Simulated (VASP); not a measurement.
# CdS (R3m) in VASP: notebook

The runs below take CdS through single point, with PBE.

Program: VASP 6.6.1. These are calculated values, not measurements. Logs are shortened: lines on timing, memory, paths and dates and some standing lists are left out, and cuts for length are marked.

## (1) The cell of the first run

The structure is trigonal, space group R3m (No. 160). Conventional cell: a = 4.120 Å, b = 4.120 Å, c = 10.399 Å, α = 90.00°, β = 90.00°, γ = 120.00°. Cd (site symmetry 3m) has 4 S at 2.53 to 2.60 Å within 3.3 Å. S (site symmetry 3m) has 4 Cd at 2.53 to 2.60 Å within 3.3 Å.

## (2) Single point, PBE (equal xy, yz and zx shear strains of +2 %)

INCAR reads:

```
SYSTEM = CdS
PREC = Accurate
ENCUT = 520
EDIFF = 1E-6
ISMEAR = -1
SIGMA = 0.02
LREAL = .False.
LASPH = .True.
NELM = 80
ALGO = Normal
ISIF = 2
LWAVE = .False.
LCHARG = .False.
GGA = PE
NBANDS = 16
```

KPOINTS reads:

```
Automatic mesh
0
Gamma
  7 7 7
  0 0 0
```

POSCAR reads:

```
CdS
1.0
    0.0588590693      2.9723829996      2.9723829996
    2.9723829996      0.0588590693      2.9723829996
    2.9723829996      2.9723829996      0.0588590693
Cd S
1 1
Direct
    0.0000000000      0.0000000000      0.0000000000
    0.7500000000      0.7500000000      0.7500000000
```

Potentials or basis: VASP PAW PBE potentials, release 64 (Cd, S).

Command:

```sh
cat potpaw_PBE.64/Cd/POTCAR potpaw_PBE.64/S/POTCAR > POTCAR
mpirun -np 1 vasp_std > vasp.out
```

OUTCAR:

```text
SYSTEM = CdS
   PREC = Accurate
   ENCUT = 520
   EDIFF = 1E-6
   ISMEAR = -1
   LREAL = .False.
   LASPH = .True.
   NELM = 80
   ISIF = 2
   GGA = PE

 ion  position               nearest neighbor table
   1  0.000  0.000  0.000-   2 2.53   2 2.53   2 2.53   2 2.60
   2  0.750  0.750  0.750-   1 2.53   1 2.53   1 2.53   1 2.60

  LATTYP: Found a trigonal (rhomboedric) cell.
 ALAT       =     4.2039964061
 COS(alpha) =     0.5197000882

  Lattice vectors:

 A1 = (   0.0588590693,   2.9723829996,   2.9723829996)
 A2 = (   2.9723829996,   0.0588590693,   2.9723829996)
 A3 = (   2.9723829996,   2.9723829996,   0.0588590693)

Analysis of symmetry for initial positions (statically):
=====================================================================
 Subroutine PRICEL returns:
 Original cell was already a primitive cell.

 Routine SETGRP: Setting up the symmetry group for a
 trigonal (rhombohedral) supercell.

 Subroutine GETGRP returns: Found  6 space group operations
 (whereof  6 operations were pure point group operations)
 out of a pool of 12 trial point group operations.

The static configuration has the point symmetry C_3v.

Analysis of symmetry for dynamics (positions and initial velocities):
=====================================================================
 Subroutine PRICEL returns:
 Original cell was already a primitive cell.

 Routine SETGRP: Setting up the symmetry group for a
 trigonal (rhombohedral) supercell.

 Subroutine GETGRP returns: Found  6 space group operations
 (whereof  6 operations were pure point group operations)
 out of a pool of 12 trial point group operations.

The dynamic configuration has the point symmetry C_3v.

 Subroutine INISYM returns: Found  6 space group operations
 (whereof  6 operations are pure point group operations),
 and found     1 'primitive' translations

----------------------------------------------------------------------------------------

                                     Primitive cell

  volume of cell :      50.9625

  direct lattice vectors                    reciprocal lattice vectors
     0.058859069  2.972383000  2.972383000    -0.173295972  0.169931001  0.169931001
     2.972383000  0.058859069  2.972383000     0.169931001 -0.173295972  0.169931001
[... 69 lines left out ...]
   total plane-waves  NPLWV =  32768
   dimension x,y,z NGX =    32 NGY =   32 NGZ =   32
   dimension x,y,z NGXF=    64 NGYF=   64 NGZF=   64
   ions per type =               1   1
   NGX,Y,Z   is equivalent  to a cutoff of  12.65, 12.65, 12.65 a.u.
   NGXF,Y,Z  is equivalent  to a cutoff of  25.31, 25.31, 25.31 a.u.
 SYSTEM =  CdS
   PREC   = accura    normal or accurate (medium, high low for compatibility)
   ISTART =      0    job   : 0-new  1-cont  2-samecut
   ICHARG =      2    charge: 1-file 2-atom 10-const
   ISPIN  =      1    spin polarized calculation?
   LNONCOLLINEAR =      F non collinear calculations
   LSORBIT =      F    spin-orbit coupling
   LASPH  =      T    aspherical Exc in radial PAW
   ENCUT  =  520.0 eV  38.22 Ry    6.18 a.u.   7.82  7.82  7.82*2*pi/ulx,y,z
   NELM   =     80;   NELMIN=  2; NELMDL= -5     # of ELM steps
   EDIFF  = 0.1E-05   stopping-criterion for ELM
   LREAL  =      F    real-space projection
   EDIFFG = 0.1E-04   stopping-criterion for IOM
   NSW    =      0    number of steps for IOM
   IBRION =     -1    ionic relax: 0-MD 1-quasi-New 2-CG
   NFREE  =      0    steps in history (QN), initial steepest desc. (CG)
   ISIF   =      2    stress and relaxation
   ISYM   =      2    0-nonsym 1-usesym 2-fastsym
   POTIM  = 0.5000    time-step for ionic-motion
   TEBEG  =    0.0;   TEEND  =   0.0 temperature during run
   PSTRESS=    0.0 pullay stress
   NELECT =      18.0000    total number of electrons
   NUPDOWN=      -1.0000    fix difference up-down
   EMIN   =  10.00;   EMAX   =-10.00  energy-range for DOS
   EFERMI =   0.00;   METHOD = LEGACY
   ISMEAR =    -1;   SIGMA  =   0.02  broadening in eV -4-tet -1-fermi 0-gaus
   EFERMI_NEDOS =   21; number of points for ismear=-14 and -15
   IALGO  =     38    algorithm
   IMIX   =      4    mixing-type and parameters
     AMIX     =   0.40;   BMIX     =  1.00
     AMIX_MAG =   1.60;   BMIX_MAG =  1.00
  volume/ion in A,a.u.               =      25.48       171.96
  Fermi-wavevector in a.u.,A,eV,Ry     =   1.157219  2.186826 18.220310  1.339155
  Thomas-Fermi vector in A             =   2.293832
   LORBIT       =      0    0 simple, 1 ext, 2 COOP (PROOUT), +10 PAW based schemes
   GGA     = PE    functional components
[... 5 lines left out ...]
 non-spin polarized calculation
  energy-cutoff  :      520.00
  volume of cell :       50.96
 maximum number of plane-waves:      1393
   NGX = 15   NGY = 15   NGZ = 15

 number of electron      18.0000004 magnetization

 Free energy of the ion-electron system (eV)
  ---------------------------------------------------
  ext. energy  EPLUGINS =         0.00000000
  ---------------------------------------------------
  free energy    TOTEN  =        -6.13133631 eV

  energy without entropy =       -6.13133631  energy(sigma->0) =       -6.13133631

 E-fermi :   1.5322     XC(G=0):  -9.0242

 val. band max:        1.1201046319   @ k =   0.0000   0.0000   0.0000
 cond. band min:       2.1775217137   @ k =   0.0000   0.0000   0.0000
 fundamental gap:      1.0574170818
 Fermi energy:         1.5322191984

 k-point     1 :       0.0000    0.0000    0.0000
  band No.  band energies     occupation
      1     -11.1224      2.00000
      2      -6.5594      2.00000
      3      -6.5594      2.00000
      4      -6.5278      2.00000
      5      -6.1041      2.00000
      6      -6.1041      2.00000
[... 433 lines left out ...]
      3      -6.3909      2.00000
      4      -6.2116      2.00000
      5      -6.0746      2.00000
      6      -5.9778      2.00000
[... 8 lines left out ...]
     15      13.4822      0.00000
     16      14.7932      0.00000

 [... further k-points ...]
[... 5 lines left out ...]
  --------------------------------------------------------------------------------------
  -------------------------------------------------------------------------------------
  Total        0.5031050      0.5031050      0.5031050     -0.3047854     -0.3047854     -0.3047854
  in kB       15.8167951     15.8167951     15.8167951     -9.5819508     -9.5819508     -9.5819508
  external PRESSURE =      15.8167951 kB  Pullay stress =       0.0000000 kB

 VOLUME and BASIS-vectors are now :
 -----------------------------------------------------------------------------
  energy-cutoff  :      520.00
  volume of cell :       50.96
      direct lattice vectors                 reciprocal lattice vectors
     0.058859069  2.972383000  2.972383000    -0.173295972  0.169931001  0.169931001
     2.972383000  0.058859069  2.972383000     0.169931001 -0.173295972  0.169931001
     2.972383000  2.972383000  0.058859069     0.169931001  0.169931001 -0.173295972

 POSITION                                       TOTAL-FORCE (eV/Angst)
 -----------------------------------------------------------------------------------
      0.00000      0.00000      0.00000        -0.111178     -0.111178     -0.111178
      4.50272      4.50272      4.50272         0.111178      0.111178      0.111178
 -----------------------------------------------------------------------------------
    total drift:                               -0.000163     -0.000163     -0.000163

  FREE ENERGIE OF THE ION-ELECTRON SYSTEM (eV)
  ---------------------------------------------------
  free  energy   TOTEN  =        -6.1313363081 eV

  energy  without entropy=       -6.1313363081  energy(sigma->0) =       -6.13133631
```

stdout:

```text
POSCAR found type information on POSCAR CdS
 POSCAR found :  2 types and       2 ions
 scaLAPACK will be used
 LDA part: xc-table for (Slater+PW92), standard interpolation
 POSCAR, INCAR and KPOINTS ok, starting setup
 FFT: planning ... GRIDC
 FFT: planning ... GRID_SOFT
 FFT: planning ... GRID
 WAVECAR not read
 entering main loop
```

Run time: 18 s. Hardware: 1 thread of Intel Xeon Platinum 8488C (Sapphire Rapids), shared host; peak memory 0.18 GiB.

Results:

```yaml
Free_energy: -6.1313 eV
Pressure: 1.6 GPa
Largest_force: 0.193 eV/Å
Band_gap_on_the_k_mesh: 1.06 eV, direct
```

Forces on the atoms (eV/Å):
```
Cd  -0.111 -0.111 -0.111
S    0.111  0.111  0.111
```

Levels at points of the mesh, in eV from the valence-band top:
```csv
k point,band 7,band 8,band 9,band 10,band 11,band 12
"(0.00, 0.00, 0.00)",-0.10,0.00,0.00,1.06,6.28,6.65
```

Caveat: the cell differs from its parent crystal (equal xy, yz and zx shear strains of +2 %).

## (3) Single point, PBE (equal xy, yz and zx shear strains of -2 %)

INCAR reads:

```
PREC = Accurate
ENCUT = 520
EDIFF = 1E-6
ISMEAR = -1
SIGMA = 0.02
LREAL = False
LASPH = True
NELM = 60
ALGO = Normal
ISIF = 2
LWAVE = False
LCHARG = False
GGA = PE
NBANDS = 16
```

KPOINTS reads:

```
regular mesh
0
Gamma
  7 7 7
```

POSCAR reads:

```
CdS
1.0
   -0.0588590693      2.9135239302      2.9135239302
    2.9135239302     -0.0588590693      2.9135239302
    2.9135239302      2.9135239302     -0.0588590693
Cd S
1 1
Direct
    0.0000000000      0.0000000000      0.0000000000
    0.7500000000      0.7500000000      0.7500000000
```

Potentials or basis: VASP PAW PBE potentials, release 64 (Cd, S).

Command:

```sh
cat potpaw_PBE.64/Cd/POTCAR potpaw_PBE.64/S/POTCAR > POTCAR
mpirun -np 1 vasp_std > vasp.out
```

Run time: 17 s. Hardware: 1 thread of Intel Xeon Platinum 8488C (Sapphire Rapids), shared host; peak memory 0.19 GiB.

Results (log left out):

| Quantity | Value |
| --- | --- |
| Free energy | -6.1305 eV |
| Pressure | 1.6 GPa |
| Largest force | 0.241 eV/Å |
| Band gap on the k mesh | 1.04 eV, direct |

Forces in eV/Å, atoms in the order of the input:
```
Cd   0.139  0.139  0.139
S   -0.139 -0.139 -0.139
```

Stress tensor (GPa, compression positive):
```
1.59 1.07 1.07
1.07 1.59 1.07
1.07 1.07 1.59
```

Levels at points of the mesh, in eV from the valence-band top:
```csv
k point,band 7,band 8,band 9,band 10,band 11,band 12
"(0.00, 0.00, 0.00)",-0.08,-0.08,0.00,1.04,6.38,6.38
```

Caveat: the cell differs from its parent crystal (equal xy, yz and zx shear strains of -2 %).
